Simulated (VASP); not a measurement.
# Mo in VASP: single point with PBE

Aim: the single point of Mo with PBE.

All numbers are computed with VASP 6.6.1; they aren't measurements. Logs are shortened: lines on timing, memory, paths and dates and some standing lists are left out, and cuts for length are marked.

## Step 1: The cell of the first run

The typed cell holds 4 atoms: a = 6.699 Å, b = 6.699 Å, c = 2.733 Å, α = 40.01°, β = 127.79°, γ = 120.00°.

## Step 2: Single point, PBE

Contents of INCAR:

```
ALGO = Fast
EDIFF = 1E-6
ENCUT = 520
GGA = PE
ISIF = 2
ISMEAR = 0
LASPH = True
LCHARG = False
LREAL = False
LWAVE = False
NBANDS = 36
NELM = 100
PREC = Accurate
SIGMA = 0.1
```

Contents of KPOINTS:

```
k-points
0
Gamma
  6 6 21
```

Contents of POSCAR:

```
Mo
1.0
    6.6994692455      0.0000000492      0.0006031379
   -3.3497345802      5.8019104803     -0.0012473733
   -1.6747226539      1.4502156973      1.5996179069
Mo
4
Direct
    0.2500000000      0.5000000000      0.0000000000
    0.0000000000      0.0000000000      0.0000000000
    0.7500000000      0.5000000000      0.0000000000
    0.5000000000      0.0000000000      0.0000000000
```

Potentials or basis: VASP PAW PBE potentials, release 64 (Mo_sv).

Command:

```sh
cat potpaw_PBE.64/Mo_sv/POTCAR > POTCAR
mpirun -np 1 vasp_std > vasp.out
```

OUTCAR:

```text
EDIFF = 1E-6
   ENCUT = 520
   GGA = PE
   ISIF = 2
   ISMEAR = 0
   LASPH = True
   LREAL = False
   NELM = 100
   PREC = Accurate

 ion  position               nearest neighbor table
   1  0.250  0.500  0.000-   3 2.73   3 2.73   2 2.73   4 2.73   4 2.73   2 2.73   2 2.90   4 2.90
                             3 3.35   3 3.35
   2  0.000  0.000  0.000-   4 2.73   4 2.73   3 2.73   1 2.73   3 2.73   1 2.73   3 2.90   1 2.90
                             4 3.35   4 3.35
   3  0.750  0.500  0.000-   1 2.73   1 2.73   4 2.73   2 2.73   4 2.73   2 2.73   4 2.90   2 2.90
                             1 3.35   1 3.35
   4  0.500  0.000  0.000-   2 2.73   2 2.73   1 2.73   3 2.73   3 2.73   1 2.73   1 2.90   3 2.90
                             2 3.35   2 3.35

  LATTYP: Found a triclinic cell.
 ALAT       =     4.9300793181
 B/A-ratio  =     0.8762365971
 C/A-ratio  =     1.3588968534
 COS(alpha) =     0.0001336561
 COS(beta)  =     0.3397827706
 COS(gamma) =     0.8334478169

  Lattice vectors:

 A1 = (  -1.6750119263,   4.3516947830,  -1.6008652802)
 A2 = (  -0.0002892724,   2.9014790857,  -3.2004831871)
 A3 = (  -6.6994692455,  -0.0000000492,  -0.0006031379)

Analysis of symmetry for initial positions (statically):
=====================================================================
 Subroutine PRICEL returns following result:

  LATTYP: Found a triclinic cell.
 ALAT       =     2.7334165386
 B/A-ratio  =     1.1706998533
 C/A-ratio  =     1.0612927997
 COS(alpha) =     0.0003267134
 COS(beta)  =     0.5308376415
 COS(gamma) =     0.5856338532

  Lattice vectors:

 A1 = (   1.6750119476,  -1.4507395305,   1.6003923780)
 A2 = (   0.0002892937,  -0.0005238332,   3.2000102849)
 A3 = (  -0.0000000213,  -2.9009552525,   0.0004729022)

   4 primitive cells build up your supercell.

 Routine SETGRP: Setting up the symmetry group for a
 triclinic supercell.

 Subroutine GETGRP returns: Found  2 space group operations
 (whereof  2 operations were pure point group operations)
 out of a pool of  2 trial point group operations.

The static configuration has the point symmetry S_2 .

Analysis of symmetry for dynamics (positions and initial velocities):
=====================================================================
 Subroutine PRICEL returns following result:

  LATTYP: Found a triclinic cell.
 ALAT       =     2.7334165386
 B/A-ratio  =     1.1706998533
 C/A-ratio  =     1.0612927997
 COS(alpha) =     0.0003267134
 COS(beta)  =     0.5308376415
 COS(gamma) =     0.5856338532

  Lattice vectors:

 A1 = (   1.6750119476,  -1.4507395305,   1.6003923780)
 A2 = (   0.0002892937,  -0.0005238332,   3.2000102849)
 A3 = (  -0.0000000213,  -2.9009552525,   0.0004729022)

   4 primitive cells build up your supercell.

 Routine SETGRP: Setting up the symmetry group for a
 triclinic supercell.

 Subroutine GETGRP returns: Found  2 space group operations
 (whereof  2 operations were pure point group operations)
 out of a pool of  2 trial point group operations.

The dynamic configuration has the point symmetry S_2 .

 Subroutine INISYM returns: Found  2 space group operations
 (whereof  2 operations are pure point group operations),
 and found     4 'primitive' translations

----------------------------------------------------------------------------------------

                                     Primitive cell

  volume of cell :      15.5479

  direct lattice vectors                    reciprocal lattice vectors
     1.675011948 -1.450739531  1.600392378     0.597062228 -0.000000013 -0.000053977
     0.000289294 -0.000523833  3.200010285    -0.298559247  0.000050949  0.312525995
    -0.000000021 -2.900955252  0.000472902    -0.298531106 -0.344714041 -0.000029440

  length of vectors
     2.733416539  3.200010341  2.900955291     0.597062230  0.432215368  0.456013807

  position of ions in fractional coordinates (direct lattice)
     0.000000000  1.000000000  0.000000000

  ion indices of the primitive-cell ions
   primitive index   ion index
                 1           1

----------------------------------------------------------------------------------------

 KPOINTS: k-points

Automatic generation of k-mesh.
 Grid dimensions read from file:
 generate k-points for:    6    6   21

 Generating k-lattice:

  Cartesian coordinates                     Fractional coordinates (reciprocal lattice)
     0.024876420  0.014365207  0.013020894     0.166666667 -0.000000000 -0.000000000
     0.000002344  0.028721925 -0.026036881    -0.000000000  0.166666667  0.000000000
    -0.000002679  0.000004852  0.029761810     0.000000000  0.000000000  0.047619048

  Length of vectors
     0.031539486  0.038766844  0.029761811

  Shift w.r.t. Gamma in fractional coordinates (k-lattice)
     0.000000000  0.000000000  0.000000000

 Subroutine IBZKPT returns following result:
 ===========================================

 Found    380 irreducible k-points:

 Following reciprocal coordinates:
            Coordinates               Weight
  0.000000  0.000000  0.000000      1.000000
  0.166667 -0.000000 -0.000000      2.000000
  0.333333  0.000000 -0.000000      2.000000
  0.500000 -0.000000 -0.000000      1.000000
 -0.000000  0.166667 -0.000000      2.000000
  0.166667  0.166667 -0.000000      2.000000
[... 16 lines left out ...]
  0.333333 -0.000000  0.047619      2.000000
  0.500000 -0.000000  0.047619      2.000000
 [... further k-points ...]
   k-points           NKPTS =    380   k-points in BZ     NKDIM =    380   number of bands    NBANDS=     36
   number of dos      NEDOS =    301   number of ions     NIONS =      4
   total plane-waves  NPLWV =  50000
   dimension x,y,z NGX =    50 NGY =   50 NGZ =   20
   dimension x,y,z NGXF=   100 NGYF=  100 NGZF=   40
   ions per type =               4
   NGX,Y,Z   is equivalent  to a cutoff of  12.41, 12.41, 12.17 a.u.
   NGXF,Y,Z  is equivalent  to a cutoff of  24.81, 24.81, 24.34 a.u.
 SYSTEM =  unknown system
   PREC   = accura    normal or accurate (medium, high low for compatibility)
   ISTART =      0    job   : 0-new  1-cont  2-samecut
   ICHARG =      2    charge: 1-file 2-atom 10-const
   ISPIN  =      1    spin polarized calculation?
   LNONCOLLINEAR =      F non collinear calculations
   LSORBIT =      F    spin-orbit coupling
   LASPH  =      T    aspherical Exc in radial PAW
   ENCUT  =  520.0 eV  38.22 Ry    6.18 a.u.  12.46 12.46  5.08*2*pi/ulx,y,z
   NELM   =    100;   NELMIN=  2; NELMDL= -5     # of ELM steps
   EDIFF  = 0.1E-05   stopping-criterion for ELM
   LREAL  =      F    real-space projection
   EDIFFG = 0.1E-04   stopping-criterion for IOM
   NSW    =      0    number of steps for IOM
   IBRION =     -1    ionic relax: 0-MD 1-quasi-New 2-CG
   NFREE  =      0    steps in history (QN), initial steepest desc. (CG)
   ISIF   =      2    stress and relaxation
   ISYM   =      2    0-nonsym 1-usesym 2-fastsym
   POTIM  = 0.5000    time-step for ionic-motion
   TEBEG  =    0.0;   TEEND  =   0.0 temperature during run
   PSTRESS=    0.0 pullay stress
   NELECT =      56.0000    total number of electrons
   NUPDOWN=      -1.0000    fix difference up-down
   EMIN   =  10.00;   EMAX   =-10.00  energy-range for DOS
   EFERMI =   0.00;   METHOD = LEGACY
   ISMEAR =     0;   SIGMA  =   0.10  broadening in eV -4-tet -1-fermi 0-gaus
   EFERMI_NEDOS =   21; number of points for ismear=-14 and -15
   IALGO  =     68    algorithm
   IMIX   =      4    mixing-type and parameters
     AMIX     =   0.40;   BMIX     =  1.00
     AMIX_MAG =   1.60;   BMIX_MAG =  1.00
  volume/ion in A,a.u.               =      15.55       104.92
  Fermi-wavevector in a.u.,A,eV,Ry     =   1.580859  2.987391 34.002543  2.499116
  Thomas-Fermi vector in A             =   2.681023
   LORBIT       =      0    0 simple, 1 ext, 2 COOP (PROOUT), +10 PAW based schemes
   GGA     = PE    functional components
   LHFCALC =     F    Hartree Fock is set to
   AEXX    =    0.0000 exact exchange contribution
   IVDW    =     0    specifies the selected vdW correction
   LEPSILON=     F    determine dielectric tensor
   LRPA    =     F    only Hartree local field effects (RPA)
 non-spin polarized calculation
 RMM-DIIS sequential band-by-band and
 Gauss-broadening in eV      SIGMA  =   0.10
  energy-cutoff  :      520.00
  volume of cell :       62.19
 maximum number of plane-waves:      1703
 NGX is ok and might be reduce to    50
   NGX = 25   NGY = 25   NGZ = 11

 number of electron      56.0000001 magnetization

 Free energy of the ion-electron system (eV)
  ---------------------------------------------------
  ext. energy  EPLUGINS =         0.00000000
  ---------------------------------------------------
  free energy    TOTEN  =       -43.11171057 eV

  energy without entropy =      -43.09498798  energy(sigma->0) =      -43.10334928

 E-fermi :  12.6318     XC(G=0): -13.4144

 val. band max:       12.6302940744   @ k =  -0.3333  -0.3333   0.2381
 cond. band min:      12.6348994981   @ k =   0.5000   0.3333   0.4286
 fundamental gap:      0.0046054237
 Fermi energy:        12.6317747031

 k-point     1 :       0.0000    0.0000    0.0000
  band No.  band energies     occupation
      1     -48.5735      2.00000
      2     -48.3079      2.00000
      3     -48.3079      2.00000
      4     -48.2801      2.00000
      5     -23.2331      2.00000
      6     -22.9744      2.00000
[... 28 lines left out ...]
     35      14.9135      0.00000
     36      15.1515      0.00000

 k-point     2 :       0.1667   -0.0000   -0.0000
  band No.  band energies     occupation
      1     -48.5608      2.00000
      2     -48.3546      2.00000
      3     -48.2774      2.00000
      4     -48.2770      2.00000
      5     -23.2032      2.00000
      6     -22.9545      2.00000
[... 28 lines left out ...]
     35      14.8432      0.00000
     36      15.0618      0.00000
[... 817 lines left out ...]
     35      14.7472      0.00000
     36      14.8212      0.00000

 k-point    24 :       0.5000   -0.0000    0.0476
  band No.  band energies     occupation
      1     -48.4850      2.00000
      2     -48.4459      2.00000
      3     -48.2783      2.00000
      4     -48.2521      2.00000
      5     -23.0098      2.00000
      6     -22.9710      2.00000
[... 28 lines left out ...]
     35      14.7755      0.00000
     36      14.7814      0.00000

 [... further k-points ...]

------------------------ aborting loop because EDIFF is reached ----------------------------------------

  FORCE on cell =-STRESS in cart. coord.  units (eV):
  Direction    XX          YY          ZZ          XY          YZ          ZX
  --------------------------------------------------------------------------------------
  -------------------------------------------------------------------------------------
  Total       -3.5213396     11.0789911      0.1719607     -0.0075115     -0.0113392      0.0078106
  in kB      -90.7163786    285.4157984      4.4300340     -0.1935094     -0.2921189      0.2012162
  external PRESSURE =      66.3764846 kB  Pullay stress =       0.0000000 kB

 VOLUME and BASIS-vectors are now :
 -----------------------------------------------------------------------------
  energy-cutoff  :      520.00
  volume of cell :       62.19
      direct lattice vectors                 reciprocal lattice vectors
     6.699469245  0.000000049  0.000603138     0.149258522  0.086191244  0.078125365
    -3.349734580  5.801910480 -0.001247373     0.000014063  0.172331553 -0.156221289
    -1.674722654  1.450215697  1.599617907    -0.000056267  0.000101885  0.624998013

 POSITION                                       TOTAL-FORCE (eV/Angst)
 -----------------------------------------------------------------------------------
      0.00000      2.90096     -0.00047        -0.000000     -0.000000      0.000000
      0.00000      0.00000      0.00000        -0.000000      0.000000      0.000000
      3.34973      2.90096     -0.00017         0.000000      0.000000     -0.000000
      3.34973      0.00000      0.00030        -0.000000     -0.000000     -0.000000
 -----------------------------------------------------------------------------------
    total drift:                                0.000000     -0.000000     -0.000000

  FREE ENERGIE OF THE ION-ELECTRON SYSTEM (eV)
  ---------------------------------------------------
  free  energy   TOTEN  =       -43.1117105679 eV

  energy  without entropy=      -43.0949879840  energy(sigma->0) =      -43.10334928
```

Run time: 8 min. Hardware: 1 thread of Intel Xeon 6975P-C (Granite Rapids), shared host; peak memory 0.66 GiB.

What came out:

* Free energy: -43.1117 eV
* Pressure: 6.6 GPa
* Band gap on the k mesh: zero (bands 28 and 29 overlap by 2.67 eV)

Caveat: the cell stands under pressure.
